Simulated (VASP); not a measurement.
# Be16H (a cell with a defect) in VASP: notebook, part 2 of 2

VASP 6.6.1. Earlier steps stand in the parts before.

### 4 Single point, PBEsol

INCAR reads:

```
  PREC = Accurate
  ENCUT = 520
  EDIFF = 1E-7
  ISMEAR = -1
  SIGMA = 0.15
  LREAL = Auto
  LASPH = T
  NELM = 100
  ALGO = Normal
  ISIF = 2
  LWAVE = F
  LCHARG = F
  GGA = PS
  NBANDS = 30
```

KPOINTS reads:

```
regular mesh
0
Gamma
  4 4 3
```

POSCAR reads:

```
Be16H
1.0
   -2.2900000000     -3.9663960000      0.0000000000
    3.4350000000     -1.9831980000      0.0000000000
    0.0000000000      0.0000000000      7.1768600000
Be H
16 1
Direct
    0.7501918593      0.4996041798      0.0019829006
    0.4997135606      0.3328256343      0.2463164950
    0.7720133128      0.5136912624      0.5009116800
    0.4997630219      0.3320717089      0.7549863032
    0.4997460262     -0.0029783406      0.0025656067
    0.2493987442      0.8334754365      0.2526154892
    0.4997665160     -0.0346147535      0.5017453315
    0.2480764182      0.8330160110      0.7537651563
    0.2493283633      0.4995577735      0.0019795565
   -0.0002742435      0.3337784519      0.2510423779
    0.2275903623      0.5137356418      0.5009132127
   -0.0002238515      0.3338647395      0.7543413136
   -0.0002450969      0.0005769223      0.0031590417
    0.7500105470      0.8334917475      0.2526159072
   -0.0002287025      0.0117482595      0.5032193745
    0.7514437090      0.8329988627      0.7537641810
    0.4998074799      0.3303959619      0.5274986554
```

Potentials or basis: VASP PAW PBE potentials, release 64 (Be, H).

Command:

```
$ cat potpaw_PBE.64/Be/POTCAR potpaw_PBE.64/H/POTCAR > POTCAR
$ mpirun -np 1 vasp_std > vasp.out
```

OUTCAR:

```text
PREC = Accurate
   ENCUT = 520
   EDIFF = 1E-7
   ISMEAR = -1
   LREAL = Auto
   LASPH = T
   NELM = 100
   ISIF = 2
   GGA = PS

 ion  position               nearest neighbor table
   1  0.750  0.500  0.002-   2 2.20  12 2.21   4 2.21  16 2.22  10 2.22  14 2.23   5 2.28  13 2.29
                             9 2.29  13 2.29   9 2.29   5 2.30
   2  0.500  0.333  0.246-   9 2.20   1 2.20   5 2.20  14 2.29   6 2.29  10 2.29  10 2.29   6 2.29
                            14 2.29  11 2.33   3 2.33   7 2.34
   3  0.772  0.514  0.501-  17 1.46  11 2.09   7 2.18  14 2.19  10 2.19  12 2.21  16 2.21  15 2.23
                            15 2.25   4 2.32   2 2.33
   4  0.500  0.332  0.755-  17 1.63   9 2.21   1 2.21   5 2.22  12 2.29  12 2.29   8 2.29  16 2.29
                            16 2.30   8 2.30  11 2.32   3 2.32   7 2.33
   5  0.500  0.997  0.003-   2 2.20   4 2.22   8 2.22  16 2.22  14 2.23   6 2.23   1 2.28   9 2.28
                            13 2.29  13 2.29   9 2.30   1 2.30
   6  0.249  0.833  0.253-   7 2.19  11 2.19  13 2.23   5 2.23   9 2.23  15 2.25  14 2.29  10 2.29
                             2 2.29  10 2.29  14 2.29   2 2.29
   7  0.500  0.965  0.502-  17 1.46  11 2.18   3 2.18  14 2.19   6 2.19  16 2.21   8 2.21  15 2.30
                            15 2.30   4 2.33   2 2.34
   8  0.248  0.833  0.754-   7 2.21  11 2.21   9 2.22  13 2.22   5 2.22  15 2.24  16 2.27  12 2.28
                            12 2.29   4 2.29   4 2.30  16 2.31
   9  0.249  0.500  0.002-   2 2.20  12 2.21   4 2.21   8 2.22  10 2.22   6 2.23   5 2.28  13 2.29
                             1 2.29  13 2.29   1 2.29   5 2.30
  10  1.000  0.334  0.251-   3 2.19  11 2.19  15 2.22  13 2.22   1 2.22   9 2.22   6 2.29  14 2.29
                             2 2.29   2 2.29   6 2.29  14 2.29
  11  0.228  0.514  0.501-  17 1.46   3 2.09   7 2.18   6 2.19  10 2.19   8 2.21  12 2.21  15 2.23
                            15 2.25   4 2.32   2 2.33
  12  1.000  0.334  0.754-  15 2.21   9 2.21   1 2.21   3 2.21  11 2.21  13 2.22   8 2.28  16 2.28
                             8 2.29  16 2.29   4 2.29   4 2.29
  13  1.000  0.001  0.003-  10 2.22  12 2.22   8 2.22  16 2.22   6 2.23  14 2.23   9 2.29   1 2.29
                             5 2.29   5 2.29   1 2.29   9 2.29
  14  0.750  0.833  0.253-   7 2.19   3 2.19  13 2.23   5 2.23   1 2.23  15 2.25   6 2.29  10 2.29
                             2 2.29  10 2.29   6 2.29   2 2.29
  15  1.000  0.012  0.503-  12 2.21  10 2.22  11 2.23   3 2.23   8 2.24  16 2.24   6 2.25  14 2.25
                             3 2.25  11 2.25   7 2.30   7 2.30
  16  0.751  0.833  0.754-   7 2.21   3 2.21   1 2.22  13 2.22   5 2.22  15 2.24   8 2.27  12 2.28
                            12 2.29   4 2.29   4 2.30   8 2.31
[... 210 lines left out ...]
  ---------------------------------------------------
  ext. energy  EPLUGINS =         0.00000000
  ---------------------------------------------------
  free energy    TOTEN  =       -65.66737086 eV

  energy without entropy =      -65.53349628  energy(sigma->0) =      -65.60043357

 E-fermi :   7.3860     XC(G=0): -10.5845

 val. band max:        7.3584445453   @ k =   0.5000   0.0000   0.0000
 cond. band min:       7.4403400061   @ k =   0.5000   0.2500   0.0000
 fundamental gap:      0.0818954608
 Fermi energy:         7.3859726709

 k-point     1 :       0.0000    0.0000    0.0000
  band No.  band energies     occupation
      1      -5.1276      2.00000
      2      -2.9501      2.00000
      3      -2.1911      2.00000
      4      -0.3016      2.00000
      5       0.9476      2.00000
      6       1.5254      2.00000
[... 733 lines left out ...]
     27      12.9563      0.00000
     28      13.2707      0.00000

 [... further k-points ...]

 [bands above 28 left out]

------------------------ aborting loop because EDIFF is reached ----------------------------------------

  FORCE on cell =-STRESS in cart. coord.  units (eV):
  Direction    XX          YY          ZZ          XY          YZ          ZX
  --------------------------------------------------------------------------------------
  -------------------------------------------------------------------------------------
  Total       -0.2690267     -0.2261281      0.6021345      0.0399600      0.0010841     -0.0013286
  in kB       -3.3060537     -2.7788754      7.3995965      0.4910656      0.0133221     -0.0163274
  external PRESSURE =       0.4382225 kB  Pullay stress =       0.0000000 kB

 VOLUME and BASIS-vectors are now :
 -----------------------------------------------------------------------------
  energy-cutoff  :      520.00
  volume of cell :      130.38
      direct lattice vectors                 reciprocal lattice vectors
    -2.290000000 -3.966396000  0.000000000    -0.109170306 -0.189088533  0.000000000
     3.435000000 -1.983198000  0.000000000     0.218340611 -0.126059022  0.000000000
     0.000000000  0.000000000  7.176860000     0.000000000  0.000000000  0.139336702

 POSITION                                       TOTAL-FORCE (eV/Angst)
 -----------------------------------------------------------------------------------
     -0.00180     -3.96637      0.01423        -0.001340      0.002703     -0.007196
     -0.00109     -2.64212      1.76778        -0.005243      0.001934      0.012416
     -0.00338     -4.08086      3.59497         0.000586      0.001378     -0.000725
     -0.00379     -2.64082      5.41843         0.003088     -0.002097     -0.009538
      2.28035     -3.95948      0.01841         0.000640     -0.000544     -0.002871
      2.29187     -2.64216      1.81299        -0.001450      0.000451      0.004286
[... 9 lines left out ...]
      1.14054     -4.63253      5.40966         0.003265     -0.005061     -0.001934
     -0.00965     -2.63767      3.78578         0.002167      0.000141      0.014691
 -----------------------------------------------------------------------------------
    total drift:                               -0.000371     -0.000180     -0.000094

  FREE ENERGIE OF THE ION-ELECTRON SYSTEM (eV)
  ---------------------------------------------------
  free  energy   TOTEN  =       -65.6673708617 eV

  energy  without entropy=      -65.5334962755  energy(sigma->0) =      -65.60043357
```

It took 2.1 min on 1 thread of Intel Xeon 6975P-C (Granite Rapids), shared host; peak memory 0.25 GiB.

What came out:

```
Free energy            : -65.6674 eV
Pressure               : 0.0 GPa
Largest force          : 0.015 eV/Å
Band gap on the k mesh : zero (an odd number of electrons rules out a gap without spin polarisation)
```

Forces on the atoms (eV/Å):
```
Be  -0.001  0.003 -0.007
Be  -0.005  0.002  0.012
Be   0.001  0.001 -0.001
Be   0.003 -0.002 -0.010
Be   0.001 -0.001 -0.003
Be  -0.001  0.000  0.004
Be  -0.001  0.001 -0.005
Be   0.005  0.000 -0.002
Be  -0.002  0.000 -0.007
Be   0.002 -0.002  0.001
Be  -0.002  0.001 -0.001
Be   0.004 -0.002  0.001
Be  -0.008  0.005  0.005
Be  -0.003 -0.001  0.004
Be   0.002 -0.001 -0.005
Be   0.003 -0.005 -0.002
H    0.002  0.000  0.015
```

Stress tensor (GPa, compression positive):
```
-0.33  0.05  0.00
 0.05 -0.28  0.00
 0.00  0.00  0.74
```

Levels at points of the mesh, in eV from the Fermi level:
```
           k point  band 12  band 13  band 14  band 15  band 16  band 17  band 18  band 19  band 20  band 21
(0.00, 0.00, 0.00)    -4.34    -4.06    -3.72    -0.82     0.14     0.38     0.52     0.86     1.00     1.30
(0.50, 0.00, 0.00)    -2.93    -2.45    -2.43    -2.38    -2.35    -0.35    -0.03     0.37     0.46     0.52
(0.00, 0.50, 0.00)    -4.06    -3.78    -3.69    -2.72    -2.57    -0.14     0.63     0.64     0.79     0.86
(0.50, 0.50, 0.00)    -6.41    -1.26    -1.06    -0.97    -0.83    -0.48     0.35     0.52     0.58     3.90
```

Caveat: the k points lie up to 0.40 Å⁻¹ apart, too coarse for converged energies and pressures of a metal; the PAW data sets were made with another functional, which shifts forces and pressure a little.

### 5 Single point, PBEsol

INCAR reads:

```
PREC = Accurate
ENCUT = 520
EDIFF = 1E-7
ISMEAR = -1
SIGMA = 0.15
LREAL = Auto
LASPH = T
NELM = 60
ALGO = Normal
ISIF = 2
LWAVE = F
LCHARG = F
GGA = PS
NBANDS = 30
```

KPOINTS reads:

```
Automatic mesh
0
Gamma
  4 4 3
```

POSCAR reads:

```
Be16H
1.0
   -2.2900000000     -3.9663960000      0.0000000000
    3.4350000000     -1.9831980000      0.0000000000
    0.0000000000      0.0000000000      7.1768600000
Be H
16 1
Direct
    0.7541925253      0.4941845365     -0.0007967273
    0.5022555871      0.3299057626      0.2431476997
    0.7743233625      0.5043570597      0.4924673186
    0.5026302722      0.3178388132      0.7637107314
    0.5024223582     -0.0139411353      0.0055442074
    0.2518071865      0.8296816469      0.2515692099
    0.5023722871     -0.0104656368      0.5022782944
    0.2481925796      0.8350230007      0.7549406008
    0.2504522385      0.4940738358     -0.0010887770
    0.0020937895      0.3245143458      0.2465795626
    0.2304276757      0.5046044767      0.4916994340
    0.0023326212      0.3281396514      0.7519416569
    0.0022694499     -0.0040518078      0.0024701610
    0.7527889903      0.8293734463      0.2518048283
    0.0023237005      0.0012914917      0.5025452635
    0.7566870676      0.8346365021      0.7550470540
    0.5019040594      0.4268891691      0.5709368721
```

Command:

```
$ cat potpaw_PBE.64/Be/POTCAR potpaw_PBE.64/H/POTCAR > POTCAR
$ mpirun -np 1 vasp_std > vasp.out
```

Run time: 2.1 min. Hardware: 1 thread of Intel Xeon 6975P-C (Granite Rapids), shared host; peak memory 0.25 GiB.

It converged, with:

- Free energy: -65.3954 eV
- Pressure: 0.4 GPa
- Largest force: 0.614 eV/Å
- Band gap on the k mesh: zero (an odd number of electrons rules out a gap without spin polarisation)

Forces in eV/Å, atoms in the order of the input:
```
Be   0.019 -0.018  0.013
Be   0.024 -0.015 -0.010
Be   0.051 -0.077 -0.007
Be   0.061 -0.032  0.064
Be   0.023 -0.011  0.014
Be   0.021 -0.016  0.019
Be   0.051 -0.028  0.031
Be   0.001 -0.018  0.004
Be   0.026 -0.010  0.019
Be   0.022 -0.017  0.019
Be   0.096  0.005  0.012
Be   0.025 -0.018  0.001
Be   0.006 -0.005  0.008
Be   0.025 -0.012  0.017
Be   0.025 -0.016  0.009
Be   0.025  0.008  0.003
H   -0.501  0.279 -0.218
```

Stress tensor (GPa, compression positive):
```
-0.66  0.26 -0.10
 0.26 -0.37  0.04
-0.10  0.04  2.15
```

Levels at points of the mesh, in eV from the Fermi level:
| k point | band 14 | band 15 | band 16 | band 17 | band 18 | band 19 |
| --- | --- | --- | --- | --- | --- | --- |
| (0.00, 0.00, 0.00) | -3.75 | -0.92 | 0.24 | 0.37 | 0.58 | 0.88 |
| (0.50, 0.00, 0.00) | -2.46 | -2.40 | -2.35 | -0.70 | 0.03 | 0.41 |
| (0.00, 0.50, 0.00) | -3.67 | -2.79 | -2.60 | 0.22 | 0.58 | 0.65 |
| (0.50, 0.50, 0.00) | -1.07 | -0.92 | -0.90 | 0.02 | 0.34 | 0.54 |

Caveat: the k points lie up to 0.40 Å⁻¹ apart, too coarse for converged energies and pressures of a metal; the PAW data sets were made with another functional, which shifts forces and pressure a little.

### 6 Single point, PBEsol

INCAR reads:

```
SYSTEM = Be16H
  ALGO = Normal
  EDIFF = 1E-6
  ENCUT = 520
  GGA = PS
  ISIF = 2
  ISMEAR = -1
  LASPH = .True.
  LCHARG = .True.
  LELF = .True.
  LREAL = Auto
  LVHAR = .True.
  LWAVE = .False.
  NBANDS = 30
  NELM = 60
  PREC = Accurate
  SIGMA = 0.15
```

KPOINTS reads:

```
k-points
0
Gamma
  4 4 3
  0 0 0
```

POSCAR reads:

```
Be16H
1.0
   -2.2900000000     -3.9663960000      0.0000000000
    3.4350000000     -1.9831980000      0.0000000000
    0.0000000000      0.0000000000      7.1768600000
Be H
16 1
Direct
    0.7560940591      0.4905977861     -0.0010524101
    0.5048546524      0.3252431307      0.2449334389
    0.7699989363      0.4900470347      0.4923409402
    0.5054434868      0.3056936200      0.7582097185
    0.5051454838     -0.0177743354      0.0058553462
    0.2535063293      0.8251765631      0.2508388069
    0.5050479662     -0.0184990269      0.4993649033
    0.2478841372      0.8339355675      0.7558500514
    0.2536963670      0.4904098051     -0.0014903454
    0.0045586408      0.3211427329      0.2458747976
    0.2397562019      0.4897876863      0.4913392486
    0.0047180797      0.3244699862      0.7524956597
    0.0048434471     -0.0047489101      0.0034764507
    0.7563702011      0.8247705271      0.2511022926
    0.0048951255     -0.0049470634      0.5027502278
    0.7626191929      0.8328640326      0.7559924535
    0.5036419546      0.5467016233      0.5982906173
```

Potentials or basis: VASP PAW PBE potentials, release 64 (Be, H).

Command:

```
$ cat potpaw_PBE.64/Be/POTCAR potpaw_PBE.64/H/POTCAR > POTCAR
$ mpirun -np 1 vasp_std > vasp.out
```

Run time: 95 s. Hardware: 1 thread of Intel Xeon 6975P-C (Granite Rapids), shared host; peak memory 0.25 GiB.

Results (log left out):

```
Free energy            : -65.3903 eV
Pressure               : 0.0 GPa
Largest force          : 0.446 eV/Å
Band gap on the k mesh : zero (an odd number of electrons rules out a gap without spin polarisation)
```

Forces in eV/Å, atoms in the order of the input:
```
Be  -0.016  0.012 -0.006
Be  -0.022  0.010  0.001
Be  -0.037  0.058 -0.030
Be  -0.042  0.030 -0.043
Be  -0.012  0.012 -0.005
Be  -0.017  0.021 -0.011
Be  -0.013  0.009 -0.041
Be  -0.005  0.028 -0.001
Be  -0.015  0.005  0.004
Be  -0.015  0.003 -0.003
Be  -0.059  0.017 -0.007
Be  -0.018  0.003 -0.004
Be  -0.014  0.004 -0.002
Be  -0.022  0.003 -0.013
Be  -0.032  0.018 -0.015
Be  -0.004 -0.011 -0.002
H    0.344 -0.221  0.178
```

Stress tensor (GPa, compression positive):
```
-0.18 -0.69  0.36
-0.69 -0.94 -0.24
 0.36 -0.24  0.98
```

Levels at points of the mesh, in eV from the Fermi level:
```
           k point  band 13  band 14  band 15  band 16  band 17  band 18  band 19  band 20
(0.00, 0.00, 0.00)    -4.12    -3.73    -0.74     0.28     0.30     0.51     0.82     1.13
(0.50, 0.00, 0.00)    -2.52    -2.50    -2.44    -2.34    -0.78     0.15     0.35     0.40
(0.00, 0.50, 0.00)    -3.74    -3.71    -2.82    -2.64     0.27     0.55     0.68     0.73
(0.50, 0.50, 0.00)    -1.69    -1.04    -0.95    -0.93     0.31     0.34     0.51     0.60
```

Caveat: the k points lie up to 0.40 Å⁻¹ apart, too coarse for converged energies and pressures of a metal; the PAW data sets were made with another functional, which shifts forces and pressure a little.

### 7 Summary

| cell | gap on the mesh (eV) | pressure (GPa) | largest force (eV/Å) |
| --- | --- | --- | --- |
| as given, atomic positions A | none | 0.0 | 0.01 |
| as given, atomic positions B | none | 0.0 | 0.02 |
| as given, atomic positions C | none | 0.4 | 0.61 |
| as given, atomic positions D | none | 0.0 | 0.45 |

Alike in all rows: task single point; level PBEsol; potentials or basis VASP PAW PBE potentials, release 64 (Be, H); no spin polarisation; k mesh 4 × 4 × 3; cutoff (eV) 520; smearing fermi-dirac 0.15 eV.

Caveats: all runs use coarse meshes; the PAW data sets were made with another functional, which shifts forces and pressure a little.

Absolute energies hang on the potentials; compare differences alone.

The gap in the log of VASP goes by the Fermi energy; the results here count the filled bands.